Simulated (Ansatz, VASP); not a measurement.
# One calculation of Na, two programs

```xyz
1
Lattice="-2.0977 2.0977 2.0977 2.0977 -2.0977 2.0977 2.0977 2.0977 -2.0977" Properties=species:S:1:pos:R:3 pbc="T T T"
Na    0.0000    0.0000    0.0000
```

Alike in both runs: functional PBE; k mesh 14 × 14 × 14; occupations gaussian, width 0.1 eV; no spin polarisation.

Ansatz relaxed the structure, and its values are those at the end. VASP's run is a single point on that final structure, the one shown.

```csv
,VASP,Ansatz
version,VASP 6.6.1,Ansatz 0.2.0
potentials or method,"VASP PAW PBE potentials, release 64 (Na_pv), cutoff 520 eV","scalar-relativistic, plane waves, PAW"
valence electrons in the cell,7,9
```

```tsv
	VASP	Ansatz	Ansatz less VASP
gap on the k mesh at the Fermi level (eV)	none	none	-
pressure (GPa)	0.0	0.0	+0.01
```

A gap of «none» marks a metal or a gap that the smearing closes. VASP's potentials hold 7 valence electrons a cell and Ansatz's 9, so a difference there can come from the potentials and not from the codes.
